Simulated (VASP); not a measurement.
## BeGaTe2: single point with r2SCAN

BeGaTe2:

```xyz
8
Lattice="0.0000 0.0000 6.4228 3.9430 -3.9430 3.2114 3.9430 3.9430 -3.2114" Properties=species:S:1:pos:R:3 pbc="T T T"
Ga    3.9430    0.0000    4.8171
Ga    3.9430    0.0000    1.6057
Te    5.2837    1.3406    3.2114
Te    2.6024    1.3406    0.0000
Te    2.6024   -1.3406    3.2114
Te    5.2837   -1.3406    6.4228
Be    0.0000    0.0000    1.6057
Be    0.0000    0.0000    4.8171
```

```yaml
Program: VASP 6.6.1
Task: single point
Functional: r2SCAN
Potentials_or_basis: VASP PAW PBE potentials, release 64 (Ga_d, Te, Be)
Cutoff: 520 eV
k_mesh: 7 × 7 × 7
Occupations: fermi-dirac, width 0.1 eV
Spin: no spin polarisation
Dipole_correction: no
Further_INCAR_settings: ALGO = Normal; EDIFF = 1e-07; NBANDS = 37
```

The pressure is 6.5 GPa, the largest force is 2.413 eV/Å and the band gap on the k mesh is zero (bands 27 and 28 overlap by 0.94 eV).

Forces on the atoms (eV/Å):
```
Ga   0.000  0.000  0.000
Ga   0.000  0.000  0.000
Te   1.706  1.706  0.000
Te  -1.706  1.706  0.000
Te  -1.706 -1.706  0.000
Te   1.706 -1.706  0.000
Be   0.000  0.000  0.000
Be   0.000  0.000  0.000
```

Stress tensor (GPa, compression positive):
```
5.74 0.00 0.00
0.00 5.74 0.00
0.00 0.00 8.11
```

Levels at points of the mesh, in eV from the Fermi level:
```tsv
k point	band 23	band 24	band 25	band 26	band 27	band 28	band 29	band 30	band 31	band 32
(0.00, 0.00, 0.00)	-1.60	-1.29	-1.29	-1.26	-1.05	-0.80	3.25	3.25	3.44	3.65
```

Wall time 22 min on 1 thread of Intel Xeon 8259CL (shared host), peak memory 0.54 GiB.

Caveat: the cell stands under pressure; the PAW data sets were made with another functional, which shifts forces and pressure a little; spin-orbit coupling is left out, which moves the levels of the heavy elements.
